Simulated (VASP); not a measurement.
Here is a VASP 6.6.1 calculation.

Contents of INCAR:

```
PREC = Accurate
ENCUT = 600
EDIFF = 1E-8
ISMEAR = 0
SIGMA = 0.01
LREAL = False
LASPH = True
NELM = 60
ALGO = Normal
ISIF = 3
LWAVE = False
LCHARG = False
GGA = CA
NBANDS = 15
IBRION = 6
NFREE = 2
POTIM = 0.015
NSW = 1
```

KPOINTS

```
Automatic mesh
0
Gamma
  6 6 6
```

The input POSCAR:

```
KBr
1.0
    3.9172000000      0.0000000000      0.0000000000
    0.0000000000      3.9172000000      0.0000000000
    0.0000000000      0.0000000000      3.9172000000
K Br
1 1
Direct
    0.0000000000      0.0000000000      0.0000000000
    0.5000000000      0.5000000000      0.5000000000
```

Potentials or basis: VASP PAW LDA potentials, release 64 (K_sv, Br).

Run with:

```sh
$ cat potpaw_LDA.64/K_sv/POTCAR potpaw_LDA.64/Br/POTCAR > POTCAR
$ mpirun -np 1 vasp_std > vasp.out
```

(1) Estimate the elastic constants C11, C12, C44.

(2) Estimate the Voigt bulk modulus.

(3) What does it give for the highest phonon frequency at Γ, LO-TO splitting left out?

Answers

(1) 45, 6, 5 GPa.

(2) 19 GPa.

(3) 86 cm⁻¹.

Caveat: the cell is under stress, which shifts elastic constants.
